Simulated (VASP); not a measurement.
# Ru (P6_3/mmc) in VASP: vibrations by perturbation theory with PBE

Aim: the vibrations by perturbation theory of Ru with PBE.

Everything below comes from runs of VASP 6.6.1. Logs are shortened: lines on timing, memory, paths and dates and some standing lists are left out, and cuts for length are marked.

### 1 The cell of the first run

It takes space group P6_3/mmc (No. 194, hexagonal). Conventional cell: a = 2.706 Å, b = 2.706 Å, c = 4.282 Å, α = 90.00°, β = 90.00°, γ = 120.00°. Ru (site symmetry -6m2) has 12 Ru at 2.65 to 2.71 Å within 3.5 Å.

### 2 Vibrations by perturbation theory, PBE

The input, INCAR:

```
SYSTEM = Ru
PREC = Accurate
ENCUT = 520
EDIFF = 1E-8
ISMEAR = 1
SIGMA = 0.2
LREAL = .FALSE.
LASPH = .TRUE.
NELM = 100
ALGO = Fast
ISIF = 2
LWAVE = .FALSE.
LCHARG = .TRUE.
GGA = PE
IBRION = 8
NSW = 1
```

The input, KPOINTS:

```
Automatic mesh
0
G
  18 18 12
  0 0 0
```

The input, POSCAR:

```
Ru
1.0
    2.7060000000      0.0000000000      0.0000000000
   -1.3530000000      2.3434647426      0.0000000000
    0.0000000000      0.0000000000      4.2820000000
Ru
2
Direct
    0.3333333333      0.6666666667      0.2500000000
    0.6666666667      0.3333333333      0.7500000000
```

Potentials or basis: VASP PAW PBE potentials, release 64 (Ru_pv).

On the command line:

```
$ cat potpaw_PBE.64/Ru_pv/POTCAR > POTCAR
$ mpirun -np 1 vasp_std > vasp.out
```

OUTCAR:

```text
SYSTEM = Ru
   PREC = Accurate
   ENCUT = 520
   EDIFF = 1E-8
   ISMEAR = 1
   LREAL = .FALSE.
   LASPH = .TRUE.
   NELM = 100
   ISIF = 2
   GGA = PE
   IBRION = 8
   NSW = 1

 ion  position               nearest neighbor table
   1  0.333  0.667  0.250-   2 2.65   2 2.65   2 2.65   2 2.65   2 2.65   2 2.65
   2  0.667  0.333  0.750-   1 2.65   1 2.65   1 2.65   1 2.65   1 2.65   1 2.65

  LATTYP: Found a hexagonal cell.
 ALAT       =     2.7060000000
 C/A-ratio  =     1.5824094605

  Lattice vectors:

 A1 = (   2.7060000000,   0.0000000000,   0.0000000000)
 A2 = (  -1.3530000000,   2.3434647426,   0.0000000000)
 A3 = (   0.0000000000,   0.0000000000,   4.2820000000)

Analysis of symmetry for initial positions (statically):
=====================================================================
 Subroutine PRICEL returns:
 Original cell was already a primitive cell.

 Routine SETGRP: Setting up the symmetry group for a
 hexagonal supercell.

 Subroutine GETGRP returns: Found 24 space group operations
 (whereof 12 operations were pure point group operations)
 out of a pool of 24 trial point group operations.

The static configuration has the point symmetry D_3d.
 The point group associated with its full space group is D_6h.

Analysis of symmetry for dynamics (positions and initial velocities):
=====================================================================
 Subroutine PRICEL returns:
 Original cell was already a primitive cell.

 Routine SETGRP: Setting up the symmetry group for a
 hexagonal supercell.

 Subroutine GETGRP returns: Found 24 space group operations
 (whereof 12 operations were pure point group operations)
 out of a pool of 24 trial point group operations.

The dynamic configuration has the point symmetry D_3d.
 The point group associated with its full space group is D_6h.

 Subroutine INISYM returns: Found 24 space group operations
 (whereof 12 operations are pure point group operations),
 and found     1 'primitive' translations

----------------------------------------------------------------------------------------

                                     Primitive cell

  volume of cell :      27.1539

  direct lattice vectors                    reciprocal lattice vectors
     2.706000000  0.000000000  0.000000000     0.369549150  0.213359301  0.000000000
    -1.353000000  2.343464743  0.000000000     0.000000000  0.426718603  0.000000000
     0.000000000  0.000000000  4.282000000     0.000000000  0.000000000  0.233535731

  length of vectors
     2.706000000  2.706000000  4.282000000     0.426718603  0.426718603  0.233535731

  position of ions in fractional coordinates (direct lattice)
     0.333333333  0.666666667  0.250000000
     0.666666667  0.333333333  0.750000000

  ion indices of the primitive-cell ions
   primitive index   ion index
                 1           1
                 2           2

----------------------------------------------------------------------------------------

 KPOINTS: Automatic mesh

Automatic generation of k-mesh.
 Grid dimensions read from file:
 generate k-points for:   18   18   12

 Generating k-lattice:

  Cartesian coordinates                     Fractional coordinates (reciprocal lattice)
[... 78 lines left out ...]
   IMIX   =      4    mixing-type and parameters
     AMIX     =   0.40;   BMIX     =  1.00
     AMIX_MAG =   1.60;   BMIX_MAG =  1.00
  volume/ion in A,a.u.               =      13.58        91.62
  Fermi-wavevector in a.u.,A,eV,Ry     =   1.653928  3.125470 37.218427  2.735477
  Thomas-Fermi vector in A             =   2.742282
   LORBIT       =      0    0 simple, 1 ext, 2 COOP (PROOUT), +10 PAW based schemes
   GGA     = PE    functional components
   LHFCALC =     F    Hartree Fock is set to
   AEXX    =    0.0000 exact exchange contribution
   IVDW    =     0    specifies the selected vdW correction
   LEPSILON=     F    determine dielectric tensor
   LRPA    =     F    only Hartree local field effects (RPA)
 non-spin polarized calculation
 RMM-DIIS sequential band-by-band and
 Methfessel and Paxton  Order N= 1 SIGMA  =   0.20
  energy-cutoff  :      520.00
  volume of cell :       27.15
 maximum number of plane-waves:       756
 NGX is ok and might be reduce to    20
   NGX =  9   NGY =  9   NGZ = 15

--------------------------------------- Ionic step        1  -------------------------------------------

 number of electron      28.0000009 magnetization

 Free energy of the ion-electron system (eV)
  ---------------------------------------------------
  ext. energy  EPLUGINS =         0.00000000
  ---------------------------------------------------
  free energy    TOTEN  =       -18.46364866 eV

  energy without entropy =      -18.46397288  energy(sigma->0) =      -18.46375673

 E-fermi :  12.8443     XC(G=0): -14.1197

 val. band max:       12.8435535638   @ k =   0.4444   0.1111   0.5000
 cond. band min:      12.8472063797   @ k =   0.2222   0.0556   0.3333
 fundamental gap:      0.0036528159
 Fermi energy:        12.8442532384

 k-point     1 :       0.0000    0.0000    0.0000
  band No.  band energies     occupation
      1     -30.8092      2.00000
      2     -29.8747      2.00000
      3     -29.8747      2.00000
      4     -29.7045      2.00000
      5     -29.7045      2.00000
      6     -29.6658      2.00000
[... 481 lines left out ...]
      5     -29.9555      2.00000
      6     -29.8776      2.00000
[... 10 lines left out ...]
     17      16.5959     -0.00000
     18      20.2493      0.00000

 [... further k-points ...]

------------------------ aborting loop because EDIFF is reached ----------------------------------------

  FORCE on cell =-STRESS in cart. coord.  units (eV):
  Direction    XX          YY          ZZ          XY          YZ          ZX
  --------------------------------------------------------------------------------------
  -------------------------------------------------------------------------------------
  Total        0.7784767      0.7784767      0.6237997      0.0000000      0.0000000     -0.0000000
  in kB       45.9328397     45.9328397     36.8063613      0.0000000      0.0000000     -0.0000000
  external PRESSURE =      42.8906802 kB  Pullay stress =       0.0000000 kB

 VOLUME and BASIS-vectors are now :
 -----------------------------------------------------------------------------
  energy-cutoff  :      520.00
  volume of cell :       27.15
      direct lattice vectors                 reciprocal lattice vectors
     2.706000000  0.000000000  0.000000000     0.369549150  0.213359301  0.000000000
    -1.353000000  2.343464743  0.000000000     0.000000000  0.426718603  0.000000000
     0.000000000  0.000000000  4.282000000     0.000000000  0.000000000  0.233535731

 POSITION                                       TOTAL-FORCE (eV/Angst)
 -----------------------------------------------------------------------------------
     -0.00000      1.56231      1.07050        -0.000000      0.000000      0.000000
      1.35300      0.78115      3.21150         0.000000     -0.000000      0.000000
 -----------------------------------------------------------------------------------
    total drift:                               -0.000000      0.000000     -0.000000

  FREE ENERGIE OF THE ION-ELECTRON SYSTEM (eV)
  ---------------------------------------------------
  free  energy   TOTEN  =       -18.4636486596 eV

  energy  without entropy=      -18.4639728848  energy(sigma->0) =      -18.46375673

[... ionic steps 2 to 3 ...]

--------------------------------------- Ionic step        4  -------------------------------------------

------------------------ aborting loop because EDIFF is reached ----------------------------------------

[... ionic steps 5 to 5 ...]

--------------------------------------- Ionic step        6  -------------------------------------------

 Free energy of the ion-electron system (eV)
  ---------------------------------------------------
  ---------------------------------------------------
  free energy    TOTEN  =        -0.74103615 eV

  energy without entropy =       -0.74103615

------------------------ aborting loop because EDIFF is reached ----------------------------------------

 INTERNAL STRAIN TENSOR  FOR ION    1  DIRECTION 3   (eV/Angst):
 -----------------------------------------------------------------------------
    -0.05151  0.00000  0.00000
     0.00000 -0.05151 -0.00000
     0.00000  0.00000  0.10976

 INTERNAL STRAIN TENSOR FOR ION    2 for displacements in x,y,z  (eV/Angst):
          X           Y           Z          XY          YZ          ZX
  --------------------------------------------------------------------------------
  x     0.00000     0.00000     0.00000     2.89492     0.00000     0.00000
  y     2.89492    -2.89492     0.00000     0.00000     0.00000     0.00000
  z     0.00000     0.00000    -0.00000     0.00000     0.00000     0.00000

 SECOND DERIVATIVES (NOT SYMMETRIZED)
 ------------------------------------
               1X          1Y          1Z          2X          2Y          2Z
  1X    -7.526442    0.000000    0.000000    7.526442    0.000000    0.000000
  1Y     0.000000   -7.526442    0.000000    0.000000    7.526442    0.000000
  1Z     0.000000   -0.000000  -13.025687    0.000000    0.000000   13.025687
  2X     7.526442    0.000000    0.000000   -7.526442    0.000000    0.000000
  2Y     0.000000    7.526442    0.000000    0.000000   -7.526442    0.000000
  2Z     0.000000    0.000000   13.025687    0.000000   -0.000000  -13.025687

 Eigenvectors and eigenvalues of the dynamical matrix
 ----------------------------------------------------

   1 f  =    7.936973 THz    49.869473 2PiTHz  264.748925 cm-1    32.824668 meV
             X         Y         Z           dx          dy          dz
     -0.000000  1.562310  1.070500     0.000000    0.000000    0.707107
      1.353000  0.781155  3.211500     0.000000    0.000000   -0.707107
[... 21 lines left out ...]
   6 f  =    0.000000 THz     0.000000 2PiTHz    0.000000 cm-1     0.000000 meV
             X         Y         Z           dx          dy          dz
     -0.000000  1.562310  1.070500     0.000000    0.000000    0.707107
      1.353000  0.781155  3.211500     0.000000    0.000000    0.707107

--------------------------------------------------------------------------------------------------------

 ELASTIC MODULI CONTR FROM IONIC RELAXATION (kBar)
 Direction    XX          YY          ZZ          XY          YZ          ZX
 --------------------------------------------------------------------------------
 XX         -65.6994     65.6994     -0.0000     -0.0000     -0.0000      0.0000
 YY          65.6994    -65.6994      0.0000      0.0000     -0.0000      0.0000
 ZZ          -0.0000      0.0000     -0.0000     -0.0000      0.0000      0.0000
 XY          -0.0000      0.0000     -0.0000    -65.6994      0.0000      0.0000
 YZ          -0.0000     -0.0000      0.0000      0.0000     -0.0000      0.0000
 ZX           0.0000      0.0000      0.0000      0.0000      0.0000      0.0000
 --------------------------------------------------------------------------------
```

Run time: 11 min. Hardware: 1 thread of Intel Xeon 6975P-C (Granite Rapids), shared host; peak memory 1 GiB.

What came out:

```yaml
Highest_phonon_frequency_at_Γ: 265 cm⁻¹
```

Phonon frequencies in cm⁻¹ (negative: imaginary):
| q point | frequencies |
| --- | --- |
| (0.000, 0.000, 0.000) | 0 0 0 201 201 265 |

Caveat: the cell stands under pressure or tension, which shifts response properties.
